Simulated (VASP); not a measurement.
# AlCu (Cmmm) in VASP: single point with r2SCAN

Aim: the single point of AlCu with r2SCAN.

All numbers are computed with VASP 6.6.1; they aren't measurements. Logs are shortened: lines on timing, memory, paths and dates and some standing lists are left out, and cuts for length are marked.

### 1 The cell of the first run

It takes space group Cmmm (No. 65, orthorhombic). The conventional cell has a = 4.056 Å, b = 4.307 Å, c = 2.957 Å, α = 90.00°, β = 90.00°, γ = 90.00°. Within 3.3 Å of Al (site symmetry mmm) lie 8 Cu at 2.51 to 2.61 Å and 6 Al at 2.96 Å. Cu (site symmetry mmm) has 8 Al at 2.51 to 2.61 Å and 6 Cu at 2.96 Å within 3.3 Å.

### 2 Single point, r2SCAN (strain -0.0600 x Voigt [0, 0, 0, 0, 0, 1])

File POSCAR:

```
AlCu
1.0
    2.9568445737     -0.0887053372      0.0000000000
   -0.0887053372      2.9568445737      0.0000000000
    0.0000000000      0.0000000000      2.9568445737
Al Cu
1 1
Direct
    0.0000000000      0.0000000000      0.0000000000
    0.5000000000      0.5000000000      0.5000000000
```

File INCAR.step1:

```
PREC     = Accurate       # precision mode
ENCUT    = 520            # plane-wave cutoff, eV
ISMEAR   = 0              # smearing method
SIGMA    = 0.15           # smearing width, eV
LREAL    = F              # projectors in reciprocal space
LASPH    = T              # aspherical terms in the spheres
NELM     = 100            # most SCF steps
NBANDS   = 14             # bands
GGA      = PE             # functional
ALGO     = Normal         # electronic algorithm
EDIFF    = 1E-4           # SCF threshold, eV
LWAVE    = T              # write WAVECAR
LCHARG   = F              # write CHGCAR
```

File INCAR.step2:

```
PREC     = Accurate       # precision mode
ENCUT    = 520            # plane-wave cutoff, eV
EDIFF    = 1E-7           # SCF threshold, eV
ISMEAR   = 0              # smearing method
SIGMA    = 0.15           # smearing width, eV
LREAL    = F              # projectors in reciprocal space
LASPH    = T              # aspherical terms in the spheres
NELM     = 100            # most SCF steps
ALGO     = Normal         # electronic algorithm
ISIF     = 2              # what is computed and relaxed
LWAVE    = F              # write WAVECAR
LCHARG   = F              # write CHGCAR
METAGGA  = R2SCAN         # meta-GGA
LMIXTAU  = T            
NBANDS   = 14             # bands
ISTART   = 1
```

File KPOINTS:

```
Automatic mesh
0
Gamma
  20 20 20
```

Potentials or basis: VASP PAW PBE potentials, release 64 (Al, Cu).

Started as:

```bash
$ cat potpaw_PBE.64/Al/POTCAR potpaw_PBE.64/Cu/POTCAR > POTCAR
$ cp INCAR.step1 INCAR
$ mpirun -np 1 vasp_std > vasp.out
$ cp INCAR.step2 INCAR
$ mpirun -np 1 vasp_std > vasp.out
```

OUTCAR:

```text
PREC = Accurate
   ENCUT = 520
   EDIFF = 1E-7
   ISMEAR = 0
   LREAL = F
   LASPH = T
   NELM = 100
   ISIF = 2
   METAGGA = R2SCAN
   ISTART = 1

 ion  position               nearest neighbor table
   1  0.000  0.000  0.000-   2 2.51   2 2.51   2 2.51   2 2.51   2 2.61   2 2.61   2 2.61   2 2.61

   2  0.500  0.500  0.500-   1 2.51   1 2.51   1 2.51   1 2.51   1 2.61   1 2.61   1 2.61   1 2.61

  LATTYP: Found a base centered orthorhombic cell.
 ALAT       =     4.0561614070
 B/A-ratio  =     1.0618556701
 C/A-ratio  =     0.7289760631

  Lattice vectors:

 A1 = (   2.9568445737,  -0.0887053372,   0.0000000000)
 A2 = (  -0.0887053372,   2.9568445737,   0.0000000000)
 A3 = (   0.0000000000,   0.0000000000,   2.9568445737)

Analysis of symmetry for initial positions (statically):
=====================================================================
 Subroutine PRICEL returns:
 Original cell was already a primitive cell.

 Routine SETGRP: Setting up the symmetry group for a
 base centered orthorhombic supercell.

 Subroutine GETGRP returns: Found  8 space group operations
 (whereof  8 operations were pure point group operations)
 out of a pool of  8 trial point group operations.

The static configuration has the point symmetry D_2h.

Analysis of symmetry for dynamics (positions and initial velocities):
=====================================================================
 Subroutine PRICEL returns:
 Original cell was already a primitive cell.

 Routine SETGRP: Setting up the symmetry group for a
 base centered orthorhombic supercell.

 Subroutine GETGRP returns: Found  8 space group operations
 (whereof  8 operations were pure point group operations)
 out of a pool of  8 trial point group operations.

The dynamic configuration has the point symmetry D_2h.

 Subroutine INISYM returns: Found  8 space group operations
 (whereof  8 operations are pure point group operations),
 and found     1 'primitive' translations

----------------------------------------------------------------------------------------

                                     Primitive cell

  volume of cell :      25.8282

  direct lattice vectors                    reciprocal lattice vectors
     2.956844574 -0.088705337  0.000000000     0.338503018  0.010155091  0.000000000
    -0.088705337  2.956844574  0.000000000     0.010155091  0.338503018  0.000000000
     0.000000000  0.000000000  2.956844574     0.000000000  0.000000000  0.338198365

  length of vectors
     2.958174855  2.958174855  2.956844574     0.338655310  0.338655310  0.338198365

  position of ions in fractional coordinates (direct lattice)
     0.000000000  0.000000000  0.000000000
     0.500000000  0.500000000  0.500000000

  ion indices of the primitive-cell ions
   primitive index   ion index
                 1           1
                 2           2

----------------------------------------------------------------------------------------

 KPOINTS: Automatic mesh

Automatic generation of k-mesh.
 Grid dimensions read from file:
 generate k-points for:   20   20   20

 Generating k-lattice:

  Cartesian coordinates                     Fractional coordinates (reciprocal lattice)
     0.016925151  0.000507755  0.000000000     0.050000000 -0.000000000  0.000000000
     0.000507755  0.016925151  0.000000000    -0.000000000  0.050000000  0.000000000
     0.000000000  0.000000000  0.016909918     0.000000000  0.000000000  0.050000000

  Length of vectors
     0.016932765  0.016932765  0.016909918

  Shift w.r.t. Gamma in fractional coordinates (k-lattice)
     0.000000000  0.000000000  0.000000000

 Subroutine IBZKPT returns following result:
 ===========================================

 Found   1221 irreducible k-points:

 Following reciprocal coordinates:
            Coordinates               Weight
  0.000000  0.000000  0.000000      1.000000
  0.050000  0.000000  0.000000      4.000000
  0.100000  0.000000  0.000000      4.000000
  0.150000  0.000000  0.000000      4.000000
  0.200000  0.000000  0.000000      4.000000
  0.250000  0.000000  0.000000      4.000000
[... 16 lines left out ...]
 -0.400000  0.050000  0.000000      4.000000
 -0.350000  0.050000  0.000000      4.000000
 [... further k-points ...]
   k-points           NKPTS =   1221   k-points in BZ     NKDIM =   1221   number of bands    NBANDS=     14
   number of dos      NEDOS =    301   number of ions     NIONS =      2
   total plane-waves  NPLWV =  13824
   dimension x,y,z NGX =    24 NGY =   24 NGZ =   24
   dimension x,y,z NGXF=    48 NGYF=   48 NGZF=   48
   ions per type =               1   1
   NGX,Y,Z   is equivalent  to a cutoff of  13.49, 13.49, 13.49 a.u.
   NGXF,Y,Z  is equivalent  to a cutoff of  26.98, 26.98, 26.99 a.u.
 SYSTEM =  unknown system
   PREC   = accura    normal or accurate (medium, high low for compatibility)
   ISTART =      1    job   : 0-new  1-cont  2-samecut
   ICHARG =      0    charge: 1-file 2-atom 10-const
   ISPIN  =      1    spin polarized calculation?
   LNONCOLLINEAR =      F non collinear calculations
   LSORBIT =      F    spin-orbit coupling
   LASPH  =      T    aspherical Exc in radial PAW
   ENCUT  =  520.0 eV  38.22 Ry    6.18 a.u.   5.50  5.50  5.50*2*pi/ulx,y,z
   NELM   =    100;   NELMIN=  2; NELMDL=  0     # of ELM steps
   EDIFF  = 0.1E-06   stopping-criterion for ELM
   LREAL  =      F    real-space projection
   EDIFFG = 0.1E-05   stopping-criterion for IOM
   NSW    =      0    number of steps for IOM
   IBRION =     -1    ionic relax: 0-MD 1-quasi-New 2-CG
   NFREE  =      0    steps in history (QN), initial steepest desc. (CG)
   ISIF   =      2    stress and relaxation
   ISYM   =      2    0-nonsym 1-usesym 2-fastsym
   POTIM  = 0.5000    time-step for ionic-motion
   TEBEG  =    0.0;   TEEND  =   0.0 temperature during run
   PSTRESS=    0.0 pullay stress
   NELECT =      14.0000    total number of electrons
   NUPDOWN=      -1.0000    fix difference up-down
   EMIN   =  10.00;   EMAX   =-10.00  energy-range for DOS
   EFERMI =   0.00;   METHOD = LEGACY
   ISMEAR =     0;   SIGMA  =   0.15  broadening in eV -4-tet -1-fermi 0-gaus
   EFERMI_NEDOS =   21; number of points for ismear=-14 and -15
   IALGO  =     38    algorithm
   IMIX   =      4    mixing-type and parameters
     AMIX     =   0.40;   BMIX     =  1.00
     AMIX_MAG =   1.60;   BMIX_MAG =  1.00
  volume/ion in A,a.u.               =      12.91        87.15
  Fermi-wavevector in a.u.,A,eV,Ry     =   1.334810  2.522425 24.241731  1.781717
  Thomas-Fermi vector in A             =   2.463562
   LORBIT       =      0    0 simple, 1 ext, 2 COOP (PROOUT), +10 PAW based schemes
   METAGGA = R2SCAN    functional components
   LHFCALC =     F    Hartree Fock is set to
   AEXX    =    0.0000 exact exchange contribution
   IVDW    =     0    specifies the selected vdW correction
   LEPSILON=     F    determine dielectric tensor
   LRPA    =     F    only Hartree local field effects (RPA)
 non-spin polarized calculation
 Gauss-broadening in eV      SIGMA  =   0.15
  energy-cutoff  :      520.00
  volume of cell :       25.83
 maximum number of plane-waves:       712
 NGX is ok and might be reduce to    24
   NGX = 11   NGY = 11   NGZ = 11

 number of electron      14.0000017 magnetization

 Free energy of the ion-electron system (eV)
  ---------------------------------------------------
  ext. energy  EPLUGINS =         0.00000000
  ---------------------------------------------------
  free energy    TOTEN  =       -17.88516939 eV

  energy without entropy =      -17.87847139  energy(sigma->0) =      -17.88182039

 E-fermi :   9.5450     XC(G=0): -12.6387

 val. band max:        9.5427741556   @ k =   0.2000   0.2000   0.0500
 cond. band min:       9.5480213057   @ k =  -0.2000   0.0500   0.0000
 fundamental gap:      0.0052471500
 Fermi energy:         9.5450078894

 k-point     1 :       0.0000    0.0000    0.0000
  band No.  band energies     occupation
      1      -2.9232      2.00000
      2       4.1814      2.00000
      3       4.2018      2.00000
      4       5.2904      2.00000
      5       5.3501      2.00000
      6       5.4175      2.00000
      7      13.5486      0.00000
      8      13.7495      0.00000
      9      14.0556      0.00000
     10      16.0815      0.00000
     11      16.1111      0.00000
     12      21.2967      0.00000
     13      28.8771      0.00000
     14      29.2062      0.00000

 k-point     2 :       0.0500    0.0000    0.0000
  band No.  band energies     occupation
      1      -2.8772      2.00000
      2       4.1870      2.00000
      3       4.2052      2.00000
      4       5.2842      2.00000
      5       5.3374      2.00000
      6       5.4121      2.00000
      7      13.0750      0.00000
      8      13.8050      0.00000
      9      13.9153      0.00000
     10      16.1065      0.00000
     11      16.7075      0.00000
     12      21.4698      0.00000
     13      28.0658      0.00000
     14      28.6987      0.00000

 k-point     3 :       0.1000    0.0000    0.0000
  band No.  band energies     occupation
      1      -2.7393      2.00000
      2       4.1967      2.00000
      3       4.2189      2.00000
      4       5.2623      2.00000
      5       5.3012      2.00000
      6       5.4007      2.00000
      7      11.9183      0.00000
      8      13.9701      0.00000
      9      14.0220      0.00000
     10      16.1612      0.00000
     11      17.6921      0.00000
     12      22.0208      0.00000
     13      26.8228      0.00000
     14      27.5249      0.00000
[... 324 lines left out ...]
 k-point    23 :      -0.4000    0.0500    0.0000
  band No.  band energies     occupation
      1      -0.0855      2.00000
      2       2.9176      2.00000
      3       4.4697      2.00000
      4       4.9157      2.00000
      5       4.9313      2.00000
      6       5.4009      2.00000
      7       6.3986      2.00000
      8      16.4594      0.00000
      9      16.9205      0.00000
     10      17.0668      0.00000
     11      19.5263      0.00000
     12      20.6031      0.00000
     13      21.4997      0.00000
     14      24.0178      0.00000

 k-point    24 :      -0.3500    0.0500    0.0000
  band No.  band energies     occupation
      1      -0.7224      2.00000
      2       3.4920      2.00000
      3       4.4357      2.00000
      4       4.9641      2.00000
      5       4.9751      2.00000
      6       5.3951      2.00000
      7       6.8215      2.00000
      8      15.8914      0.00000
      9      16.2378      0.00000
     10      16.9669      0.00000
     11      20.2033      0.00000
     12      20.9230      0.00000
     13      21.6294      0.00000
     14      24.7471      0.00000

 [... further k-points ...]

------------------------ aborting loop because EDIFF is reached ----------------------------------------

  FORCE on cell =-STRESS in cart. coord.  units (eV):
  Direction    XX          YY          ZZ          XY          YZ          ZX
  --------------------------------------------------------------------------------------
  -------------------------------------------------------------------------------------
  Total        0.2026129      0.2026129     -0.0406644      0.6205724      0.0000000      0.0000000
  in kB       12.5684965     12.5684965     -2.5224989     38.4953775      0.0000000      0.0000000
  external PRESSURE =       7.5381647 kB  Pullay stress =       0.0000000 kB

 VOLUME and BASIS-vectors are now :
 -----------------------------------------------------------------------------
  energy-cutoff  :      520.00
  volume of cell :       25.83
      direct lattice vectors                 reciprocal lattice vectors
     2.956844574 -0.088705337  0.000000000     0.338503018  0.010155091  0.000000000
    -0.088705337  2.956844574  0.000000000     0.010155091  0.338503018  0.000000000
     0.000000000  0.000000000  2.956844574     0.000000000  0.000000000  0.338198365

 POSITION                                       TOTAL-FORCE (eV/Angst)
 -----------------------------------------------------------------------------------
      0.00000      0.00000      0.00000        -0.000000      0.000000      0.000000
      1.43407      1.43407      1.47842         0.000000      0.000000      0.000000
 -----------------------------------------------------------------------------------
    total drift:                                0.000000      0.000000     -0.000000

  FREE ENERGIE OF THE ION-ELECTRON SYSTEM (eV)
  ---------------------------------------------------
  free  energy   TOTEN  =       -17.8851693894 eV

  energy  without entropy=      -17.8784713913  energy(sigma->0) =      -17.88182039
```

Wall time 15 min (1 thread of AMD EPYC 9R45 (Zen 5), shared host); peak memory 0.5 GiB.

Results:

```yaml
Free_energy: -17.8852 eV
Pressure: 0.8 GPa
Band_gap_on_the_k_mesh: zero (bands 7 and 8 overlap by 5.05 eV)
```

Caveat: the cell differs from its parent crystal (strain -0.0600 x Voigt [0, 0, 0, 0, 0, 1]); the PAW data sets were made with another functional, which shifts forces and pressure a little.
